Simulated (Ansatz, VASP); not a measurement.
WS2 in VASP and in Ansatz

The input INCAR:

```
SYSTEM = WS2
PREC = Accurate
ENCUT = 520
EDIFF = 1E-7
ISMEAR = 0
SIGMA = 0.05
LREAL = .False.
LASPH = .True.
NELM = 60
ALGO = Normal
ISIF = 2
LWAVE = .False.
LCHARG = .False.
GGA = PE
IVDW = 12
NBANDS = 35
```

File KPOINTS:

```
Automatic mesh
0
Gamma
  12 12 4
  0 0 0
```

File POSCAR:

```
WS2
1.0
    2.9018696885      0.0000000000      0.0000000000
   -1.4509348443      2.5130928687      0.0000000000
    0.0000000000      0.0000000000     12.1399091344
W S
2 4
Direct
    0.3333333333      0.6666666667      0.2500000000
    0.6666666667      0.3333333333      0.7500000000
    0.3333333333      0.6666666667      0.6202874207
    0.6666666667      0.3333333333      0.1202874207
    0.3333333333      0.6666666667      0.8797125793
    0.6666666667      0.3333333333      0.3797125793
```

Input for Ansatz:

```yaml
crystal:
  lattice:
    - [2.9018696885, 0.0, 0.0]
    - [-1.4509348443, 2.5130928687, 0.0]
    - [0.0, 0.0, 12.1399091344]
  atoms:
    - { symbol: W, position: [0.3333333333, 0.6666666667, 0.25] }
    - { symbol: W, position: [0.6666666667, 0.3333333333, 0.75] }
    - { symbol: S, position: [0.3333333333, 0.6666666667, 0.6202874207] }
    - { symbol: S, position: [0.6666666667, 0.3333333333, 0.1202874207] }
    - { symbol: S, position: [0.3333333333, 0.6666666667, 0.8797125793] }
    - { symbol: S, position: [0.6666666667, 0.3333333333, 0.3797125793] }
basis:
  ecutwfc: 420
kpoints:
  mp_grid: { grid: [12, 12, 4] }
hamiltonian:
  xc: pbe
  dispersion: d3bj
scf:
  occupations: { method: gaussian, width: 0.05 }
output:
  forces: true
  stress: true
  eigenvalues: true
```

Change from the starting cell: strain -0.080 along x and y, +0.000 along z, atoms carried along.

Alike in both runs: task single point; functional PBE; dispersion D3(BJ); k mesh 12 × 12 × 4; occupations gaussian, width 0.05 eV; no spin polarisation.

```csv
,VASP,Ansatz
version,VASP 6.6.1,Ansatz 0.2.0
potentials or method,"VASP PAW PBE potentials, release 64 (W_sv, S), cutoff 520 eV","scalar-relativistic, plane waves, PAW"
valence electrons in the cell,52,52
```

|  | VASP | Ansatz | Ansatz less VASP |
| --- | --- | --- | --- |
| gap on the k mesh at the Fermi level (eV) | 1.13 | 1.11 | -0.018 |
| least direct gap on the mesh (eV) | 2.07 | 2.07 | +0.004 |
| pressure (GPa) | 39.2 | 39.2 | -0.05 |
| traceless stress, the component that is largest in VASP (GPa) | -11.98 | -11.88 | +0.092 |
| rms of the force components (eV/Å) | 1.132 | 1.131 | -0.0011 |

Atom by atom the forces differ by 0.001 eV/Å (rms over components). Both programs put the cell under a high pressure, so it lies far from rest at this level.

Spin-orbit coupling is off throughout.
